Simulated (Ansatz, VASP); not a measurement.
## LiF: VASP beside Ansatz

```
Li F
1.0
     0.00000    1.99487    1.99487
     2.00485    0.00000    1.99487
     2.00485    1.99487    0.00000
Li F
1 1
Direct
  0.00000 0.00000 0.00000
  0.50000 0.50000 0.50000
```

Change from the starting cell: uniaxial_x strain +0.5%.

Alike in both runs: task single point; functional PBE; k mesh 10 × 10 × 10; occupations fermi-dirac, width 0.02 eV; no spin polarisation.

```csv
,VASP,Ansatz
version,VASP 6.6.1,Ansatz 0.2.0
potentials or method,"VASP PAW PBE potentials, release 64 (Li_sv, F)","plane waves, PAW"
plane-wave cutoff (eV),520,420
valence electrons in the cell,10,10
```

|  | VASP | Ansatz | Ansatz less VASP |
| --- | --- | --- | --- |
| gap on the k mesh at the Fermi level (eV) | 9.30 | 9.29 | -0.004 |

Noted on VASP's run: the cutoff is short for stress, so the pressure is rough.
